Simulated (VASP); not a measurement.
# Ta3H in VASP: a series of runs

Ta3H is run at these levels: LDA; tasks: single point.

Everything below comes from runs of VASP 6.6.1. Logs are shortened: lines on timing, memory, paths and dates and some standing lists are left out, and cuts for length are marked.

## Step 1: The cell of the first run

The cell holds a slab with vacuum, 8 atoms: a = 4.600 Å, b = 4.600 Å, c = 22.402 Å, α = 90.00°, β = 90.00°, γ = 120.00°.

## Step 2: Single point, LDA

The input, INCAR:

```
PREC = Accurate ; ENCUT = 520
EDIFF = 1E-6 ; ISMEAR = 0
SIGMA = 0.1 ; LREAL = F
LASPH = T ; NELM = 60
ALGO = Normal ; ISIF = 2
LWAVE = F ; LCHARG = F
LDIPOL = T ; IDIPOL = 3
DIPOL = 0.5 0.5 0.344 ; GGA = CA
NBANDS = 44
```

The input, KPOINTS:

```
Automatic mesh
0
Gamma
  6 6 1
```

The input, POSCAR:

```
Ta3H
1.0
    4.6002247492      0.0000000000      0.0000000000
   -2.3001123746      3.9839114959      0.0000000000
    0.0000000000      0.0000000000     22.4017722044
Ta H
6 2
Direct
    0.6666666667      0.3333333333      0.1785573018
    0.3333333333      0.6666666667      0.2204743848
    0.0000000000      0.0000000000      0.2623914678
    0.6666666667      0.3333333333      0.3016814391
    0.3333333333      0.6666666667      0.3385386112
    0.0000000000      0.0000000000      0.3750494438
    0.2626846112      0.6666666667      0.5357510154
    0.4039820555      0.6666666667      0.5357510154
```

Potentials or basis: VASP PAW LDA potentials, release 64 (Ta_pv, H).

Command:

```
cat potpaw_LDA.64/Ta_pv/POTCAR potpaw_LDA.64/H/POTCAR > POTCAR
mpirun -np 1 vasp_std > vasp.out
```

OUTCAR:

```text
PREC = Accurate
   ENCUT = 520
   EDIFF = 1E-6
   ISMEAR = 0
   LREAL = F
   LASPH = T
   NELM = 60
   ISIF = 2
   GGA = CA

 ion  position               nearest neighbor table
   1  0.667  0.333  0.179-   4 2.76   2 2.82   2 2.82   2 2.82   3 3.25   3 3.25   3 3.25
   2  0.333  0.667  0.220-   5 2.64   1 2.82   3 2.82   1 2.82   3 2.82   3 2.82   1 2.82   4 3.22
                             4 3.22   4 3.22
   3  0.000  0.000  0.262-   6 2.52   4 2.80   4 2.80   4 2.80   2 2.82   2 2.82   2 2.82   5 3.16
                             5 3.16   5 3.16   1 3.25   1 3.25   1 3.25
   4  0.667  0.333  0.302-   1 2.76   5 2.78   5 2.78   5 2.78   3 2.80   3 2.80   3 2.80   6 3.12
                             6 3.12   6 3.12   2 3.22   2 3.22   2 3.22
   5  0.333  0.667  0.339-   2 2.64   6 2.78   6 2.78   6 2.78   4 2.78   4 2.78   4 2.78   3 3.16
                             3 3.16   3 3.16
   6  0.000  0.000  0.375-   3 2.52   5 2.78   5 2.78   5 2.78   4 3.12   4 3.12   4 3.12
   7  0.263  0.667  0.536-   8 0.65
   8  0.404  0.667  0.536-   7 0.65

  LATTYP: Found a hexagonal cell.
 ALAT       =     4.6002247492
 C/A-ratio  =     4.8697125523

  Lattice vectors:

 A1 = (   4.6002247492,   0.0000000000,   0.0000000000)
 A2 = (  -2.3001123746,   3.9839114959,   0.0000000000)
 A3 = (   0.0000000000,   0.0000000000,  22.4017722044)

Analysis of symmetry for initial positions (statically):
=====================================================================
 Subroutine PRICEL returns:
 Original cell was already a primitive cell.

 Routine SETGRP: Setting up the symmetry group for a
 hexagonal supercell.

 Subroutine GETGRP returns: Found  2 space group operations
 (whereof  2 operations were pure point group operations)
 out of a pool of 24 trial point group operations.

The static configuration has the point symmetry C_1h.

Analysis of symmetry for dynamics (positions and initial velocities):
=====================================================================
 Subroutine PRICEL returns:
 Original cell was already a primitive cell.

 Routine SETGRP: Setting up the symmetry group for a
 hexagonal supercell.

 Subroutine GETGRP returns: Found  2 space group operations
 (whereof  2 operations were pure point group operations)
 out of a pool of 24 trial point group operations.

The dynamic configuration has the point symmetry C_1h.

 Subroutine INISYM returns: Found  2 space group operations
 (whereof  2 operations are pure point group operations),
 and found     1 'primitive' translations

----------------------------------------------------------------------------------------

                                     Primitive cell

  volume of cell :     410.5548

  direct lattice vectors                    reciprocal lattice vectors
     4.600224749  0.000000000  0.000000000     0.217380683  0.125504796  0.000000000
    -2.300112375  3.983911496  0.000000000     0.000000000  0.251009592  0.000000000
     0.000000000  0.000000000 22.401772204     0.000000000  0.000000000  0.044639325

  length of vectors
     4.600224749  4.600224749 22.401772204     0.251009592  0.251009592  0.044639325

  position of ions in fractional coordinates (direct lattice)
     0.666666667  0.333333333  0.178557302
     0.333333333  0.666666667  0.220474385
     0.000000000  0.000000000  0.262391468
     0.666666667  0.333333333  0.301681439
     0.333333333  0.666666667  0.338538611
     0.000000000  0.000000000  0.375049444
     0.262684611  0.666666667  0.535751015
     0.403982056  0.666666667  0.535751015

  ion indices of the primitive-cell ions
   primitive index   ion index
                 1           1
                 2           2
                 3           3
                 4           4
                 5           5
                 6           6
                 7           7
                 8           8

----------------------------------------------------------------------------------------

 KPOINTS: Automatic mesh

Automatic generation of k-mesh.
 Grid dimensions read from file:
 generate k-points for:    6    6    1

 Generating k-lattice:

  Cartesian coordinates                     Fractional coordinates (reciprocal lattice)
     0.036230114  0.020917466  0.000000000     0.166666667  0.000000000  0.000000000
     0.000000000  0.041834932  0.000000000     0.000000000  0.166666667  0.000000000
     0.000000000  0.000000000  0.044639325     0.000000000  0.000000000  1.000000000

  Length of vectors
     0.041834932  0.041834932  0.044639325

  Shift w.r.t. Gamma in fractional coordinates (k-lattice)
     0.000000000  0.000000000  0.000000000

 Subroutine IBZKPT returns following result:
 ===========================================

 Found     13 irreducible k-points:

 Following reciprocal coordinates:
            Coordinates               Weight
  0.000000  0.000000  0.000000      1.000000
  0.166667  0.000000  0.000000      4.000000
  0.000000  0.166667  0.000000      2.000000
  0.333333  0.000000  0.000000      4.000000
  0.000000  0.333333  0.000000      2.000000
  0.500000  0.000000  0.000000      2.000000
  0.000000  0.500000  0.000000      1.000000
  0.166667  0.166667  0.000000      4.000000
 -0.333333  0.166667  0.000000      2.000000
  0.333333  0.166667  0.000000      4.000000
 -0.166667  0.500000  0.000000      4.000000
  0.500000  0.333333  0.000000      4.000000
  0.333333  0.333333  0.000000      2.000000
   k-points           NKPTS =     13   k-points in BZ     NKDIM =     13   number of bands    NBANDS=     44
   number of dos      NEDOS =    301   number of ions     NIONS =      8
   total plane-waves  NPLWV = 217728
   dimension x,y,z NGX =    36 NGY =   36 NGZ =  168
   dimension x,y,z NGXF=    72 NGYF=   72 NGZF=  336
   ions per type =               6   2
   NGX,Y,Z   is equivalent  to a cutoff of  13.01, 13.01, 12.47 a.u.
   NGXF,Y,Z  is equivalent  to a cutoff of  26.02, 26.02, 24.93 a.u.
 SYSTEM =  unknown system
   PREC   = accura    normal or accurate (medium, high low for compatibility)
   ISTART =      0    job   : 0-new  1-cont  2-samecut
   ICHARG =      2    charge: 1-file 2-atom 10-const
   ISPIN  =      1    spin polarized calculation?
   LNONCOLLINEAR =      F non collinear calculations
   LSORBIT =      F    spin-orbit coupling
   LASPH  =      T    aspherical Exc in radial PAW
   ENCUT  =  520.0 eV  38.22 Ry    6.18 a.u.   8.55  8.55 41.65*2*pi/ulx,y,z
   NELM   =     60;   NELMIN=  2; NELMDL= -5     # of ELM steps
   EDIFF  = 0.1E-05   stopping-criterion for ELM
   LREAL  =      F    real-space projection
   EDIFFG = 0.1E-04   stopping-criterion for IOM
   NSW    =      0    number of steps for IOM
   IBRION =     -1    ionic relax: 0-MD 1-quasi-New 2-CG
   NFREE  =      0    steps in history (QN), initial steepest desc. (CG)
   ISIF   =      2    stress and relaxation
   ISYM   =      2    0-nonsym 1-usesym 2-fastsym
   POTIM  = 0.5000    time-step for ionic-motion
   TEBEG  =    0.0;   TEEND  =   0.0 temperature during run
   PSTRESS=    0.0 pullay stress
   NELECT =      68.0000    total number of electrons
   NUPDOWN=      -1.0000    fix difference up-down
   EMIN   =  10.00;   EMAX   =-10.00  energy-range for DOS
   EFERMI =   0.00;   METHOD = LEGACY
   ISMEAR =     0;   SIGMA  =   0.10  broadening in eV -4-tet -1-fermi 0-gaus
   EFERMI_NEDOS =   21; number of points for ismear=-14 and -15
   IALGO  =     38    algorithm
   IMIX   =      4    mixing-type and parameters
     AMIX     =   0.40;   BMIX     =  1.00
     AMIX_MAG =   1.60;   BMIX_MAG =  1.00
  volume/ion in A,a.u.               =      51.32       346.32
  Fermi-wavevector in a.u.,A,eV,Ry     =   0.899057  1.698972 10.997647  0.808304
  Thomas-Fermi vector in A             =   2.021844
   LORBIT       =      0    0 simple, 1 ext, 2 COOP (PROOUT), +10 PAW based schemes
   GGA     = CA    functional components
   LHFCALC =     F    Hartree Fock is set to
   AEXX    =    0.0000 exact exchange contribution
   IVDW    =     0    specifies the selected vdW correction
   LEPSILON=     F    determine dielectric tensor
   LRPA    =     F    only Hartree local field effects (RPA)
 non-spin polarized calculation
 Gauss-broadening in eV      SIGMA  =   0.10
  energy-cutoff  :      520.00
  volume of cell :      410.55
 maximum number of plane-waves:     11105
 NGX is ok and might be reduce to    36
   NGX = 17   NGY = 17   NGZ = 83

 dipolmoment           0.000000      0.000000     -0.003236 electrons x Angstroem

 number of electron      68.0000007 magnetization

 dipolmoment           0.000000      0.000000      0.016684 electrons x Angstroem

 Free energy of the ion-electron system (eV)
  ---------------------------------------------------
  ext. energy  EPLUGINS =         0.00000000
  ---------------------------------------------------
  free energy    TOTEN  =       -76.07860286 eV

  energy without entropy =      -76.05500702  energy(sigma->0) =      -76.06680494

 E-fermi :  -1.1924     XC(G=0):  -4.7059

 val. band max:       -1.2000393274   @ k =   0.3333   0.3333   0.0000
 cond. band min:      -1.1466678852   @ k =   0.3333   0.3333   0.0000
 fundamental gap:      0.0533714421
 Fermi energy:        -1.1924206325

 k-point     1 :       0.0000    0.0000    0.0000
  band No.  band energies     occupation
      1     -35.6824      2.00000
      2     -35.5990      2.00000
      3     -35.3492      2.00000
      4     -35.3491      2.00000
      5     -35.2227      2.00000
      6     -35.2227      2.00000
[... 36 lines left out ...]
     43       1.4435      0.00000
     44       2.2890      0.00000

 k-point     2 :       0.1667    0.0000    0.0000
  band No.  band energies     occupation
      1     -35.6958      2.00000
      2     -35.6147      2.00000
      3     -35.4237      2.00000
      4     -35.3793      2.00000
      5     -35.2963      2.00000
      6     -35.2705      2.00000
[... 509 lines left out ...]
 k-point    13 :       0.3333    0.3333    0.0000
  band No.  band energies     occupation
      1     -35.7342      2.00000
      2     -35.7157      2.00000
      3     -35.4116      2.00000
      4     -35.3754      2.00000
      5     -35.3223      2.00000
      6     -35.3101      2.00000
[... 36 lines left out ...]
     43       0.8854      0.00000
     44       1.4157      0.00000

------------------------ aborting loop because EDIFF is reached ----------------------------------------

 vacuum level on the upper side and lower side of the slab       (xc-potential included)        -0.004        -0.155

  FORCE on cell =-STRESS in cart. coord.  units (eV):
  Direction    XX          YY          ZZ          XY          YZ          ZX
  --------------------------------------------------------------------------------------
  -------------------------------------------------------------------------------------
  Total       -1.6815418     -5.2994326     -3.3497733      0.0000000     -0.0128897      0.0000000
  in kB       -6.5621648    -20.6808721    -13.0723867      0.0000000     -0.0503016      0.0000000
  external PRESSURE =     -13.4384745 kB  Pullay stress =       0.0000000 kB

 VOLUME and BASIS-vectors are now :
 -----------------------------------------------------------------------------
  energy-cutoff  :      520.00
  volume of cell :      410.55
      direct lattice vectors                 reciprocal lattice vectors
     4.600224749  0.000000000  0.000000000     0.217380683  0.125504796  0.000000000
    -2.300112375  3.983911496  0.000000000     0.000000000  0.251009592  0.000000000
     0.000000000  0.000000000 22.401772204     0.000000000  0.000000000  0.044639325

 POSITION                                       TOTAL-FORCE (eV/Angst)
 -----------------------------------------------------------------------------------
      2.30011      1.32797      4.00000        -0.000000      0.000365      2.074729
     -0.00000      2.65594      4.93902         0.000000     -0.000158     -0.261653
      0.00000      0.00000      5.87803         0.000000     -0.000545     -2.026504
      2.30011      1.32797      6.75820         0.000000      0.000645      0.038915
     -0.00000      2.65594      7.58386         0.000000      0.001194      0.055006
      0.00000      0.00000      8.40177         0.000000      0.001605      0.139030
     -0.32500      2.65594     12.00177        -5.577149     -0.001553     -0.009762
      0.32500      2.65594     12.00177         5.577149     -0.001553     -0.009762
 -----------------------------------------------------------------------------------
    total drift:                               -0.000000      0.000002      0.000490

  FREE ENERGIE OF THE ION-ELECTRON SYSTEM (eV)
  ---------------------------------------------------
  free  energy   TOTEN  =       -76.0786028616 eV

  energy  without entropy=      -76.0550070166  energy(sigma->0) =      -76.06680494

 vacuum level on the upper side and lower side of the slab         2.693         2.470
```

Wall time 4.5 min (1 thread of Intel Xeon 6975P-C (Granite Rapids), shared host); peak memory 0.46 GiB.

Results:

```yaml
Free_energy: -76.0786 eV
Largest_force: 5.577 eV/Å
```

Forces on the atoms (eV/Å):
```
Ta   0.000  0.000  2.075
Ta   0.000  0.000 -0.262
Ta   0.000 -0.001 -2.027
Ta   0.000  0.001  0.039
Ta   0.000  0.001  0.055
Ta   0.000  0.002  0.139
H   -5.577 -0.002 -0.010
H    5.577 -0.002 -0.010
```

Caveat: spin-orbit coupling is left out, which moves the levels of the heavy elements.

(Continued in part 2 of 2.)
